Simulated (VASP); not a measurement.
# ZnO (P6_3mc) in VASP: notebook, part 2 of 2

VASP 6.6.1. The steps go on from the part before.

## (3) Single point, PBEsol

This run uses another cell than the first one, of 11.62 Å³/atom.

File INCAR:

```
PREC     = Accurate       # precision mode
ENCUT    = 520            # plane-wave cutoff, eV
EDIFF    = 1E-6           # SCF threshold, eV
ISMEAR   = 0              # smearing method
SIGMA    = 0.01           # smearing width, eV
LREAL    = F              # projectors in reciprocal space
LASPH    = T              # aspherical terms in the spheres
NELM     = 100            # most SCF steps
ALGO     = Normal         # electronic algorithm
ISIF     = 2              # what is computed and relaxed
LWAVE    = F              # write WAVECAR
LCHARG   = F              # write CHGCAR
GGA      = PS             # functional
NBANDS   = 26             # bands
```

File KPOINTS:

```
Automatic mesh
0
Gamma
  8 8 4
```

File POSCAR:

```
ZnO
1.0
    3.2156672142      0.0000000000      0.0000000000
   -1.6078336071      2.7848494976      0.0000000000
    0.0000000000      0.0000000000      5.1909241372
Zn O
2 2
Direct
    0.3333333333      0.6666666667      0.5000430737
    0.6666666667      0.3333333333      0.0000430737
    0.6666666667      0.3333333333      0.3789669263
    0.3333333333      0.6666666667      0.8789669263
```

Potentials or basis: VASP PAW PBE potentials, release 64 (Zn, O).

Started as:

```
$ cat potpaw_PBE.64/Zn/POTCAR potpaw_PBE.64/O/POTCAR > POTCAR
$ mpirun -np 1 vasp_std > vasp.out
```

OUTCAR:

```text
PREC = Accurate
   ENCUT = 520
   EDIFF = 1E-6
   ISMEAR = 0
   LREAL = F
   LASPH = T
   NELM = 100
   ISIF = 2
   GGA = PS

 ion  position               nearest neighbor table
   1  0.333  0.667  0.500-   3 1.96   3 1.96   3 1.96   4 1.97
   2  0.667  0.333  0.000-   4 1.96   4 1.96   4 1.96   3 1.97
   3  0.667  0.333  0.379-   1 1.96   1 1.96   1 1.96   2 1.97
   4  0.333  0.667  0.879-   2 1.96   2 1.96   2 1.96   1 1.97

  LATTYP: Found a hexagonal cell.
 ALAT       =     3.2156672142
[... 889 lines left out ...]
     25      14.9773      0.00000
     26      14.9773      0.00000

 [... further k-points ...]
[... 5 lines left out ...]
  --------------------------------------------------------------------------------------
  -------------------------------------------------------------------------------------
  Total        0.7982615      0.7982615      0.7973986      0.0000000      0.0000000      0.0000000
  in kB       27.5130196     27.5130196     27.4832791      0.0000000      0.0000000      0.0000000
  external PRESSURE =      27.5031061 kB  Pullay stress =       0.0000000 kB

 VOLUME and BASIS-vectors are now :
 -----------------------------------------------------------------------------
  energy-cutoff  :      520.00
  volume of cell :       46.49
      direct lattice vectors                 reciprocal lattice vectors
     3.215667214  0.000000000  0.000000000     0.310977453  0.179542916  0.000000000
    -1.607833607  2.784849498  0.000000000     0.000000000  0.359085832  0.000000000
     0.000000000  0.000000000  5.190924137     0.000000000  0.000000000  0.192643925

 POSITION                                       TOTAL-FORCE (eV/Angst)
 -----------------------------------------------------------------------------------
     -0.00000      1.85657      2.59569        -0.000000      0.000000      0.000553
      1.60783      0.92828      0.00022         0.000000     -0.000000      0.000553
      1.60783      0.92828      1.96719        -0.000000      0.000000     -0.000553
     -0.00000      1.85657      4.56265         0.000000     -0.000000     -0.000553
 -----------------------------------------------------------------------------------
    total drift:                                0.000001      0.000001     -0.000735

  FREE ENERGIE OF THE ION-ELECTRON SYSTEM (eV)
  ---------------------------------------------------
  free  energy   TOTEN  =       -19.4013618230 eV

  energy  without entropy=      -19.4013618230  energy(sigma->0) =      -19.40136182
```

Wall time 52 s (1 thread of Intel Xeon 8259CL, shared host); peak memory 0.17 GiB.

What came out:

```yaml
Free_energy: -19.4014 eV
Pressure: 2.8 GPa
Band_gap_on_the_k_mesh: 0.71 eV
```

Caveat: the PAW data sets were made with another functional, which shifts forces and pressure a little.

## (4) Single point, PBEsol

This run uses another cell than the first one, of 11.48 Å³/atom.

File INCAR:

```
ALGO = Normal
EDIFF = 1E-6
ENCUT = 520
GGA = PS
ISIF = 2
ISMEAR = 0
LASPH = T
LCHARG = F
LREAL = F
LWAVE = F
NBANDS = 26
NELM = 80
PREC = Accurate
SIGMA = 0.01
```

File KPOINTS:

```
k-points
0
Gamma
  8 8 4
```

File POSCAR:

```
ZnO
1.0
    3.2023853042      0.0000000000      0.0000000000
   -1.6011926521      2.7733470262      0.0000000000
    0.0000000000      0.0000000000      5.1687311157
Zn O
2 2
Direct
    0.3333333333      0.6666666667      0.5000270573
    0.6666666667      0.3333333333      0.0000270573
    0.6666666667      0.3333333333      0.3789829427
    0.3333333333      0.6666666667      0.8789829427
```

Started as:

```
$ cat potpaw_PBE.64/Zn/POTCAR potpaw_PBE.64/O/POTCAR > POTCAR
$ mpirun -np 1 vasp_std > vasp.out
```

Wall time 56 s (1 thread of Intel Xeon 8259CL, shared host); peak memory 0.17 GiB.

It converged, with:

* Free energy: -19.3859 eV
* Pressure: 5.0 GPa
* Band gap on the k mesh: 0.73 eV

Levels at points of the mesh, in eV from the valence-band top:
| k point | band 14 | band 15 | band 16 | band 17 | band 18 | band 19 | band 20 | band 21 | band 22 | band 23 |
| --- | --- | --- | --- | --- | --- | --- | --- | --- | --- | --- |
| (0.00, 0.00, 0.00) | -0.84 | -0.84 | -0.10 | 0.00 | 0.00 | 0.73 | 5.25 | 8.19 | 12.96 | 12.96 |
| (0.50, 0.00, 0.00) | -3.70 | -2.96 | -2.41 | -1.37 | -0.89 | 5.84 | 6.75 | 7.46 | 8.68 | 10.64 |
| (0.00, 0.00, 0.50) | -2.29 | -0.42 | -0.42 | -0.42 | -0.42 | 3.44 | 3.44 | 10.06 | 10.06 | 13.25 |
| (0.50, 0.00, 0.50) | -3.84 | -1.60 | -1.60 | -1.46 | -1.46 | 5.62 | 5.62 | 8.55 | 8.55 | 11.28 |

Caveat: the cell stands under pressure; the PAW data sets were made with another functional, which shifts forces and pressure a little.

## (5) Single point, PBEsol

This run uses another cell than the first one, of 11.78 Å³/atom.

File INCAR:

```
SYSTEM = ZnO
PREC = Accurate ; ENCUT = 520
EDIFF = 1E-6 ; ISMEAR = 0
SIGMA = 0.01 ; LREAL = .False.
LASPH = .True. ; NELM = 100
ALGO = Normal ; ISIF = 2
LWAVE = .False. ; LCHARG = .False.
GGA = PS ; NBANDS = 26
```

File KPOINTS:

```
regular mesh
0
Gamma
  8 8 4
  0 0 0
```

File POSCAR:

```
ZnO
1.0
    3.2300090304      0.0000000000      0.0000000000
   -1.6150045152      2.7972698748      0.0000000000
    0.0000000000      0.0000000000      5.2143445338
Zn O
2 2
Direct
    0.3333333333      0.6666666667      0.5000406004
    0.6666666667      0.3333333333      0.0000406004
    0.6666666667      0.3333333333      0.3789693995
    0.3333333333      0.6666666667      0.8789693996
```

Started as:

```
$ cat potpaw_PBE.64/Zn/POTCAR potpaw_PBE.64/O/POTCAR > POTCAR
$ mpirun -np 1 vasp_std > vasp.out
```

It took 52 s on 1 thread of Intel Xeon 8259CL, shared host; peak memory 0.17 GiB.

The run converged. Its results:

```
Free energy            : -19.4099 eV
Pressure               : 0.7 GPa
Band gap on the k mesh : 0.69 eV
```

Levels at points of the mesh, in eV from the valence-band top:
```
           k point  band 14  band 15  band 16  band 17  band 18  band 19  band 20  band 21  band 22  band 23
(0.00, 0.00, 0.00)    -0.81    -0.81    -0.09     0.00     0.00     0.69     5.15     8.10    12.83    12.83
(0.50, 0.00, 0.00)    -3.61    -2.89    -2.32    -1.33    -0.86     5.73     6.72     7.43     8.51    10.50
(0.00, 0.00, 0.50)    -2.28    -0.40    -0.40    -0.40    -0.40     3.38     3.38     9.96     9.96    13.12
(0.50, 0.00, 0.50)    -3.79    -1.54    -1.54    -1.41    -1.41     5.57     5.57     8.40     8.40    11.18
```

Caveat: the PAW data sets were made with another functional, which shifts forces and pressure a little.

## (6) Overview

```csv
cell,gap on the mesh (eV),pressure (GPa)
"a = 3.183, b = 3.183, c = 5.139 Å, angles 90.0, 90.0, 120.0°, 4 atoms",0.75,8.2
"a = 3.216, b = 3.216, c = 5.191 Å, angles 90.0, 90.0, 120.0°, 4 atoms",0.71,2.8
"a = 3.202, b = 3.202, c = 5.169 Å, angles 90.0, 90.0, 120.0°, 4 atoms",0.73,5.0
"a = 3.230, b = 3.230, c = 5.214 Å, angles 90.0, 90.0, 120.0°, 4 atoms",0.69,0.7
```

Alike in all rows: task single point; level PBEsol; potentials or basis VASP PAW PBE potentials, release 64 (Zn, O); no spin polarisation; k mesh 8 × 8 × 4; cutoff (eV) 520; smearing gaussian 0.01 eV.

Caveats: the PAW data sets were made with another functional, which shifts forces and pressure a little; the cell stands under pressure (at least some runs).

Absolute energies hang on the potentials; compare differences alone.

## (7) Comparison with measurements

Step 5. Measured gap of ZnO: 3.37 eV (quoted in “Electronic structure of alkaline earth and post-transition metal oxides”, 2009, arxiv:0908.1581). This calculation gives 0.69 eV (-2.68 eV). So large a miss can be the level of theory's own, or it may mean another phase, state or a wrong row. The value is that of PBEsol, without temperature or zero-point motion. Semilocal functionals fall short of measured gaps as a rule.
